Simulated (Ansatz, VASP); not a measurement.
# Two plane-wave programs on MoS2

POSCAR

```
MoS2
1.0
    1.5891810000      2.7525420000      0.0000000000
   -1.5891810000      2.7525420000      0.0000000000
    0.0000000000      0.0000000000     12.4107440000
Mo S
2 4
Direct
    0.3333000000      0.3334000000      0.2500000000
    0.6666000000      0.6667000000      0.7500000000
    0.3333000000      0.3334000000      0.6210000000
    0.6666000000      0.6667000000      0.1210000000
    0.3333000000      0.3334000000      0.8790000000
    0.6667000000      0.6667000000      0.3790000000
```

INCAR.step1

```
PREC = Accurate
ENCUT = 520
ISMEAR = -1
SIGMA = 0.1
LREAL = F
LASPH = T
NELM = 80
NBANDS = 35
GGA = PE
ALGO = Normal
EDIFF = 1E-4
LWAVE = T
LCHARG = F
```

Contents of INCAR.step2:

```
PREC = Accurate
ENCUT = 520
EDIFF = 1E-6
ISMEAR = -1
SIGMA = 0.1
LREAL = F
LASPH = T
NELM = 80
ALGO = Normal
ISIF = 2
LWAVE = F
LCHARG = F
METAGGA = R2SCAN
LMIXTAU = T
NBANDS = 35
ISTART = 1
```

Contents of KPOINTS:

```
Automatic mesh
0
Gamma
  9 9 2
```

Input for Ansatz:

```yaml
crystal:
  lattice:
    - [1.589181, 2.752542, 0.0]
    - [-1.589181, 2.752542, 0.0]
    - [0.0, 0.0, 12.410744]
  atoms:
    - { symbol: Mo, position: [0.3333, 0.3334, 0.25] }
    - { symbol: Mo, position: [0.6666, 0.6667, 0.75] }
    - { symbol: S, position: [0.3333, 0.3334, 0.621] }
    - { symbol: S, position: [0.6666, 0.6667, 0.121] }
    - { symbol: S, position: [0.3333, 0.3334, 0.879] }
    - { symbol: S, position: [0.6667, 0.6667, 0.379] }
  symmetry: { tolerance: 0.0003 }
kpoints:
  mp_grid: { grid: [9, 9, 2], shift: [0, 0, 0] }
  band_path:
    path:
      - [0.0, 0.0, 0.0]
      - [0.49999999, -2.0e-08, 0.0]
      - [0.66666665, 0.3333333, 0.0]
      - [0.0, 0.0, 0.0]
      - [0.0, 0.0, 0.5]
      - [0.49999999, -2.0e-08, 0.5]
      - [0.66666665, 0.3333333, 0.5]
      - [0.0, 0.0, 0.5]
    npoints: 7
magnetization:
  spin_polarized: false
scf:
  occupations: { method: fermi_dirac }
  lower_state_search: "off"
  max_iter: 200
hamiltonian:
  pseudopotentials: { kind: paw }
  xc: r2scan
basis:
  ecutwfc: 500
  fft_grid_basis: typed
output:
  forces: true
  stress: true
  eigenvalues: true
  bader: true
  populations: true
  elf: true
  write_potential: true
  volumetric_format: npy
  dos:
    e_range: [-12, 8]
    de: 0.05
    projected: { site_lists: { Mo: [Mo], S: [S] } }
checkpoint:
  read: saved_state
```

Alike in both runs: task single point; functional r2SCAN; k mesh 9 × 9 × 2; no spin polarisation.

```csv
,VASP,Ansatz
version,VASP 6.6.1,Ansatz 0.2.0
potentials or method,"VASP PAW PBE potentials, release 64 (Mo_sv, S), cutoff 520 eV",PAW plane waves
occupations,"fermi-dirac, width 0.1 eV",fermi-dirac
valence electrons in the cell,52,52
```

VASP gave:

* pressure (GPa): -3.4
* traceless stress, the component that is largest in VASP (GPa): -3.34
* rms of the force components (eV/Å): 0.450

Task: Estimate Ansatz's values.

Result: Pressure (GPa): -3.4; traceless stress, the component that is largest in VASP (GPa): -3.30; rms of the force components (eV/Å): 0.453.

VASP's potentials were made for PBE, not for r2SCAN. Atom by atom the forces differ by 0.003 eV/Å (rms over components). Ansatz's warnings: structure snapped to symmetry.
